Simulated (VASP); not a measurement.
# Al2O3 (Pnnm) in VASP: single point with LDA

Aim: the single point of Al2O3 with LDA.

Program: VASP 6.6.1. These are calculated values, not measurements. Logs are shortened: lines on timing, memory, paths and dates and some standing lists are left out, and cuts for length are marked.

## (1) The cell of the first run

The structure is orthorhombic, space group Pnnm (No. 58). The conventional cell has a = 4.614 Å, b = 9.563 Å, c = 3.120 Å, α = 90.00°, β = 90.00°, γ = 90.00°. Within 2.2 Å of Al (site symmetry m) lie 4 O at 1.68 to 1.82 Å. Within 2.4 Å of O (site symmetry m) lie 3 Al at 1.82 Å. Within 2.2 Å of O (site symmetry 2/m) lie 2 Al at 1.68 Å.

## (2) Single point, LDA

Contents of INCAR:

```
SYSTEM = Al2O3
PREC = Accurate
ENCUT = 520
EDIFF = 1E-7
ISMEAR = 0
SIGMA = 0.05
LREAL = .FALSE.
LASPH = .TRUE.
NELM = 60
ALGO = Normal
ISIF = 2
LWAVE = .FALSE.
LCHARG = .FALSE.
GGA = CA
NBANDS = 35
```

Contents of KPOINTS:

```
Automatic mesh
0
G
  6 4 8
  0 0 0
```

Contents of POSCAR:

```
Al2O3
1.0
    4.6137770000      0.0000000000      0.0000000000
    0.0000000000      9.5632790000      0.0000000000
    0.0000000000      0.0000000000      3.1198620000
Al O
4 6
Direct
    0.5170250000      0.3245730000      0.5000000000
    0.4829750000      0.6754270000      0.5000000000
    0.0170250000      0.1754270000      0.0000000000
    0.9829750000      0.8245730000      0.0000000000
    0.8763650000      0.2469500000      0.5000000000
    0.0000000000      0.0000000000      0.0000000000
    0.6236350000      0.7469500000      0.0000000000
    0.3763650000      0.2530500000      0.0000000000
    0.1236350000      0.7530500000      0.5000000000
    0.5000000000      0.5000000000      0.5000000000
```

Potentials or basis: VASP PAW LDA potentials, release 64 (Al, O).

The run is started by

```console
$ cat potpaw_LDA.64/Al/POTCAR potpaw_LDA.64/O/POTCAR > POTCAR
$ mpirun -np 1 vasp_std > vasp.out
```

OUTCAR:

```text
SYSTEM = Al2O3
   PREC = Accurate
   ENCUT = 520
   EDIFF = 1E-7
   ISMEAR = 0
   LREAL = .FALSE.
   LASPH = .TRUE.
   NELM = 60
   ISIF = 2
   GGA = CA

 ion  position               nearest neighbor table
   1  0.517  0.325  0.500-  10 1.68   5 1.82   8 1.82   8 1.82   3 3.13   3 3.13   3 3.13   3 3.13
                             2 3.36
   2  0.483  0.675  0.500-  10 1.68   9 1.82   7 1.82   7 1.82   4 3.13   4 3.13   4 3.13   4 3.13
                             1 3.36
   3  0.017  0.175  0.000-   6 1.68   8 1.82   5 1.82   5 1.82   1 3.13   1 3.13   1 3.13   1 3.13
                             4 3.36
   4  0.983  0.825  0.000-   6 1.68   7 1.82   9 1.82   9 1.82   2 3.13   2 3.13   2 3.13   2 3.13
                             3 3.36
   5  0.876  0.247  0.500-   1 1.82   3 1.82   3 1.82
   6  0.000  0.000  0.000-   3 1.68   4 1.68
   7  0.624  0.747  0.000-   4 1.82   2 1.82   2 1.82
   8  0.376  0.253  0.000-   3 1.82   1 1.82   1 1.82
   9  0.124  0.753  0.500-   2 1.82   4 1.82   4 1.82
  10  0.500  0.500  0.500-   1 1.68   2 1.68

  LATTYP: Found a simple orthorhombic cell.
 ALAT       =     3.1198620000
 B/A-ratio  =     1.4788400897
 C/A-ratio  =     3.0652891057

  Lattice vectors:

 A1 = (   0.0000000000,   0.0000000000,   3.1198620000)
 A2 = (   4.6137770000,   0.0000000000,   0.0000000000)
 A3 = (   0.0000000000,   9.5632790000,   0.0000000000)

Analysis of symmetry for initial positions (statically):
=====================================================================
 Subroutine PRICEL returns:
 Original cell was already a primitive cell.

 Routine SETGRP: Setting up the symmetry group for a
 simple orthorhombic supercell.

 Subroutine GETGRP returns: Found  8 space group operations
 (whereof  4 operations were pure point group operations)
 out of a pool of  8 trial point group operations.

The static configuration has the point symmetry C_2h.
 The point group associated with its full space group is D_2h.

Analysis of symmetry for dynamics (positions and initial velocities):
=====================================================================
 Subroutine PRICEL returns:
 Original cell was already a primitive cell.

 Routine SETGRP: Setting up the symmetry group for a
 simple orthorhombic supercell.

 Subroutine GETGRP returns: Found  8 space group operations
 (whereof  4 operations were pure point group operations)
 out of a pool of  8 trial point group operations.

The dynamic configuration has the point symmetry C_2h.
 The point group associated with its full space group is D_2h.

 Subroutine INISYM returns: Found  8 space group operations
 (whereof  4 operations are pure point group operations),
 and found     1 'primitive' translations

----------------------------------------------------------------------------------------

                                     Primitive cell

  volume of cell :     137.6572

  direct lattice vectors                    reciprocal lattice vectors
     4.613777000  0.000000000  0.000000000     0.216742162  0.000000000  0.000000000
     0.000000000  9.563279000  0.000000000     0.000000000  0.104566645  0.000000000
     0.000000000  0.000000000  3.119862000     0.000000000  0.000000000  0.320526998

  length of vectors
     4.613777000  9.563279000  3.119862000     0.216742162  0.104566645  0.320526998

  position of ions in fractional coordinates (direct lattice)
     0.517025000  0.324573000  0.500000000
     0.482975000  0.675427000  0.500000000
     0.017025000  0.175427000  0.000000000
     0.982975000  0.824573000  0.000000000
     0.876365000  0.246950000  0.500000000
     0.000000000  0.000000000  0.000000000
     0.623635000  0.746950000  0.000000000
     0.376365000  0.253050000  0.000000000
     0.123635000  0.753050000  0.500000000
     0.500000000  0.500000000  0.500000000

  ion indices of the primitive-cell ions
   primitive index   ion index
                 1           1
                 2           2
                 3           3
                 4           4
                 5           5
                 6           6
                 7           7
                 8           8
                 9           9
                10          10

----------------------------------------------------------------------------------------

 KPOINTS: Automatic mesh

Automatic generation of k-mesh.
 Grid dimensions read from file:
 generate k-points for:    6    4    8

 Generating k-lattice:

  Cartesian coordinates                     Fractional coordinates (reciprocal lattice)
     0.036123694  0.000000000  0.000000000     0.166666667  0.000000000  0.000000000
     0.000000000  0.026141661  0.000000000     0.000000000  0.250000000  0.000000000
     0.000000000  0.000000000  0.040065875     0.000000000  0.000000000  0.125000000

  Length of vectors
     0.036123694  0.026141661  0.040065875

  Shift w.r.t. Gamma in fractional coordinates (k-lattice)
     0.000000000  0.000000000  0.000000000

 Subroutine IBZKPT returns following result:
 ===========================================

 Found     60 irreducible k-points:

 Following reciprocal coordinates:
            Coordinates               Weight
  0.000000  0.000000  0.000000      1.000000
  0.166667  0.000000  0.000000      2.000000
  0.333333  0.000000  0.000000      2.000000
  0.500000  0.000000  0.000000      1.000000
  0.000000  0.250000  0.000000      2.000000
  0.166667  0.250000  0.000000      4.000000
[... 16 lines left out ...]
  0.333333  0.500000  0.125000      4.000000
  0.500000  0.500000  0.125000      2.000000
 [... further k-points ...]
   k-points           NKPTS =     60   k-points in BZ     NKDIM =     60   number of bands    NBANDS=     35
   number of dos      NEDOS =    301   number of ions     NIONS =     10
   total plane-waves  NPLWV =  62208
   dimension x,y,z NGX =    36 NGY =   72 NGZ =   24
   dimension x,y,z NGXF=    72 NGYF=  144 NGZF=   48
   ions per type =               4   6
   NGX,Y,Z   is equivalent  to a cutoff of  12.97, 12.52, 12.79 a.u.
   NGXF,Y,Z  is equivalent  to a cutoff of  25.94, 25.03, 25.58 a.u.
 SYSTEM =  Al2O3
   PREC   = accura    normal or accurate (medium, high low for compatibility)
   ISTART =      0    job   : 0-new  1-cont  2-samecut
   ICHARG =      2    charge: 1-file 2-atom 10-const
   ISPIN  =      1    spin polarized calculation?
   LNONCOLLINEAR =      F non collinear calculations
   LSORBIT =      F    spin-orbit coupling
   LASPH  =      T    aspherical Exc in radial PAW
   ENCUT  =  520.0 eV  38.22 Ry    6.18 a.u.   8.58 17.78  5.80*2*pi/ulx,y,z
   NELM   =     60;   NELMIN=  2; NELMDL= -5     # of ELM steps
   EDIFF  = 0.1E-06   stopping-criterion for ELM
   LREAL  =      F    real-space projection
   EDIFFG = 0.1E-05   stopping-criterion for IOM
   NSW    =      0    number of steps for IOM
   IBRION =     -1    ionic relax: 0-MD 1-quasi-New 2-CG
   NFREE  =      0    steps in history (QN), initial steepest desc. (CG)
   ISIF   =      2    stress and relaxation
   ISYM   =      2    0-nonsym 1-usesym 2-fastsym
   POTIM  = 0.5000    time-step for ionic-motion
   TEBEG  =    0.0;   TEEND  =   0.0 temperature during run
   PSTRESS=    0.0 pullay stress
   NELECT =      48.0000    total number of electrons
   NUPDOWN=      -1.0000    fix difference up-down
   EMIN   =  10.00;   EMAX   =-10.00  energy-range for DOS
   EFERMI =   0.00;   METHOD = LEGACY
   ISMEAR =     0;   SIGMA  =   0.05  broadening in eV -4-tet -1-fermi 0-gaus
   EFERMI_NEDOS =   21; number of points for ismear=-14 and -15
   IALGO  =     38    algorithm
   IMIX   =      4    mixing-type and parameters
     AMIX     =   0.40;   BMIX     =  1.00
     AMIX_MAG =   1.60;   BMIX_MAG =  1.00
  volume/ion in A,a.u.               =      13.77        92.90
  Fermi-wavevector in a.u.,A,eV,Ry     =   1.152274  2.177482 18.064926  1.327735
  Thomas-Fermi vector in A             =   2.288926
   LORBIT       =      0    0 simple, 1 ext, 2 COOP (PROOUT), +10 PAW based schemes
   GGA     = CA    functional components
   LHFCALC =     F    Hartree Fock is set to
   AEXX    =    0.0000 exact exchange contribution
   IVDW    =     0    specifies the selected vdW correction
   LEPSILON=     F    determine dielectric tensor
   LRPA    =     F    only Hartree local field effects (RPA)
 non-spin polarized calculation
 Gauss-broadening in eV      SIGMA  =   0.05
  energy-cutoff  :      520.00
  volume of cell :      137.66
 maximum number of plane-waves:      3737
 NGX is ok and might be reduce to    36
   NGX = 17   NGY = 35   NGZ = 11

 number of electron      48.0000029 magnetization

 Free energy of the ion-electron system (eV)
  ---------------------------------------------------
  ext. energy  EPLUGINS =         0.00000000
  ---------------------------------------------------
  free energy    TOTEN  =       -80.66371464 eV

  energy without entropy =      -80.66371464  energy(sigma->0) =      -80.66371464

 E-fermi :   1.8005     XC(G=0):  -9.3199

 val. band max:        1.5137531428   @ k =   0.0000   0.0000   0.0000
 cond. band min:       4.8648086646   @ k =   0.0000   0.0000   0.0000
 fundamental gap:      3.3510555217
 Fermi energy:         1.8004756997

 k-point     1 :       0.0000    0.0000    0.0000
  band No.  band energies     occupation
      1     -17.1440      2.00000
      2     -17.0656      2.00000
      3     -15.7603      2.00000
      4     -15.7306      2.00000
      5     -14.4959      2.00000
      6     -14.3725      2.00000
[... 27 lines left out ...]
     34      11.9765      0.00000
     35      13.1611      0.00000

 k-point     2 :       0.1667    0.0000    0.0000
  band No.  band energies     occupation
      1     -17.0658      2.00000
      2     -16.9885      2.00000
      3     -15.8744      2.00000
      4     -15.8353      2.00000
      5     -14.4803      2.00000
      6     -14.3765      2.00000
[... 828 lines left out ...]
 k-point    24 :       0.5000    0.5000    0.1250
  band No.  band energies     occupation
      1     -16.4581      2.00000
      2     -16.4581      2.00000
      3     -16.4012      2.00000
      4     -16.4012      2.00000
      5     -14.3903      2.00000
      6     -14.3903      2.00000
[... 27 lines left out ...]
     34      11.8482      0.00000
     35      12.0250      0.00000

 [... further k-points ...]

------------------------ aborting loop because EDIFF is reached ----------------------------------------

  FORCE on cell =-STRESS in cart. coord.  units (eV):
  Direction    XX          YY          ZZ          XY          YZ          ZX
  --------------------------------------------------------------------------------------
  -------------------------------------------------------------------------------------
  Total       -3.5382657     -3.4906231     -8.0788566     -0.0000000      0.0000000      0.0000000
  in kB      -41.1815056    -40.6269977    -94.0289686     -0.0000000      0.0000000      0.0000000
  external PRESSURE =     -58.6124906 kB  Pullay stress =       0.0000000 kB

 VOLUME and BASIS-vectors are now :
 -----------------------------------------------------------------------------
  energy-cutoff  :      520.00
  volume of cell :      137.66
      direct lattice vectors                 reciprocal lattice vectors
     4.613777000  0.000000000  0.000000000     0.216742162  0.000000000  0.000000000
     0.000000000  9.563279000  0.000000000     0.000000000  0.104566645  0.000000000
     0.000000000  0.000000000  3.119862000     0.000000000  0.000000000  0.320526998

 POSITION                                       TOTAL-FORCE (eV/Angst)
 -----------------------------------------------------------------------------------
      2.38544      3.10398      1.55993         0.078428     -0.055951     -0.000000
      2.22834      6.45930      1.55993        -0.078428      0.055951      0.000000
      0.07855      1.67766      0.00000         0.078428      0.055951      0.000000
      4.53523      7.88562      0.00000        -0.078428     -0.055951      0.000000
      4.04335      2.36165      1.55993        -0.193399     -0.016137     -0.000000
      0.00000      0.00000      0.00000        -0.000000     -0.000000      0.000000
      2.87731      7.14329      0.00000         0.193399     -0.016137      0.000000
      1.73646      2.41999      0.00000        -0.193399      0.016137     -0.000000
      0.57042      7.20163      1.55993         0.193399      0.016137     -0.000000
      2.30689      4.78164      1.55993        -0.000000     -0.000000      0.000000
 -----------------------------------------------------------------------------------
    total drift:                                0.000000     -0.000000     -0.000000

  FREE ENERGIE OF THE ION-ELECTRON SYSTEM (eV)
  ---------------------------------------------------
  free  energy   TOTEN  =       -80.6637146365 eV

  energy  without entropy=      -80.6637146365  energy(sigma->0) =      -80.66371464
```

Wall time 2.9 min (1 thread of Intel Xeon Platinum 8259CL at 2.50GHz (Skylake/Cascade Lake), shared host); peak memory 0.32 GiB.

What came out:

```
Free energy            : -80.6637 eV
Pressure               : -5.9 GPa
Largest force          : 0.194 eV/Å
Band gap on the k mesh : 3.35 eV
```

Forces on the atoms (eV/Å):
```
Al   0.078 -0.056  0.000
Al  -0.078  0.056  0.000
Al   0.078  0.056  0.000
Al  -0.078 -0.056  0.000
O   -0.193 -0.016  0.000
O    0.000  0.000  0.000
O    0.193 -0.016  0.000
O   -0.193  0.016  0.000
O    0.193  0.016  0.000
O    0.000  0.000  0.000
```

Caveat: the cell stands under tension.
